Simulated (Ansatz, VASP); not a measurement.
C in VASP and in Ansatz

```
C
1.0
     0.00000    1.77683    1.77683
     1.77683    0.00000    1.77683
     1.77683    1.77683    0.00000
C
2
Cartesian
  0.0000 0.0000 0.0000
  0.8884 0.8884 0.8884
```

Alike in both runs: functional PBEsol; k mesh 10 × 10 × 10; occupations gaussian, width 0.02 eV; no spin polarisation.

Ansatz relaxed the structure, and its values are those at the end. VASP's run is a single point on that final structure, the one shown.

|  | VASP | Ansatz |
| --- | --- | --- |
| version | VASP 6.6.1 | Ansatz 0.2.0 |
| potentials or method | VASP PAW PBE potentials, release 64 (C), cutoff 600 eV | scalar-relativistic, plane waves, PAW |
| valence electrons in the cell | 8 | 8 |

```tsv
	VASP	Ansatz	Ansatz less VASP
gap on the k mesh at the Fermi level (eV)	4.06	4.07	+0.008
least direct gap on the mesh (eV)	5.57	5.57	0.000
pressure (GPa)	0.5	0.0	-0.50
```

VASP's potentials were made for PBE, not for PBEsol, and Ansatz warns of the same on its side. With one functional, cell and mesh, what is left measures potentials, basis and numerics.
